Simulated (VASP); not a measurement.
**TaSi2: single point with PBE**

TaSi2, a slab with vacuum:

```
Ta Si
1.0
     4.80564    0.00000    0.00000
    -2.40282    4.16181    0.00000
     0.00000    0.00000   25.99528
Ta Si
6 12
Direct
  0.50000 0.00000 0.29132
  0.00000 0.50000 0.37346
  0.50000 0.50000 0.45740
  0.50000 0.00000 0.54260
  0.00000 0.50000 0.62654
  0.50000 0.50000 0.70868
  0.82575 0.65463 0.28480
  0.17425 0.34537 0.28480
  0.68588 0.84258 0.37198
  0.31412 0.15742 0.37198
  0.16216 0.84253 0.45750
  0.83784 0.15747 0.45750
  0.83784 0.68036 0.54250
  0.16216 0.31964 0.54250
  0.68588 0.84330 0.62802
  0.31412 0.15670 0.62802
  0.17425 0.82888 0.71520
  0.82575 0.17112 0.71520
```

- Program: VASP 6.6.1
- Task: single point
- Functional: PBE
- Potentials or basis: VASP PAW PBE potentials, release 64 (Ta_pv, Si)
- Cutoff: 520 eV
- k mesh: 9 × 9 × 1
- Occupations: gaussian, width 0.1 eV
- Spin: no spin polarisation
- Dipole correction: yes
- Further INCAR settings: LREAL = Auto; ALGO = Normal; EDIFF = 1e-07; NBANDS = 72

```yaml
Largest_force: 0.008 eV/Å
Band_gap_on_the_k_mesh: zero (bands 57 and 58 overlap by 0.34 eV)
```

Forces in eV/Å, atoms in the order of the input:
```
Ta   0.000  0.000 -0.008
Ta   0.000  0.000  0.001
Ta   0.000  0.000 -0.003
Ta   0.000  0.000  0.003
Ta   0.000  0.000 -0.001
Ta   0.000  0.000  0.008
Si  -0.003  0.001 -0.002
Si   0.003 -0.001 -0.002
Si   0.004  0.002 -0.006
Si  -0.004 -0.002 -0.006
Si  -0.004  0.004 -0.004
Si   0.004 -0.004 -0.004
Si  -0.001  0.005  0.004
Si   0.001 -0.005  0.004
Si   0.004  0.003  0.006
Si  -0.004 -0.003  0.006
Si   0.001  0.004  0.002
Si  -0.001 -0.004  0.002
```

Levels at points of the mesh, in eV from the Fermi level:
```tsv
k point	band 55	band 56	band 57	band 58	band 59	band 60
(0.00, 0.00, 0.00)	-0.87	0.05	0.07	0.37	0.37	0.51
```

It took 23 min on 1 thread of Intel(R) Xeon(R) 6975P-C (Granite Rapids), with other jobs on the host, peak memory 0.89 GiB.

Caveat: spin-orbit coupling is left out, which moves the levels of the heavy elements.
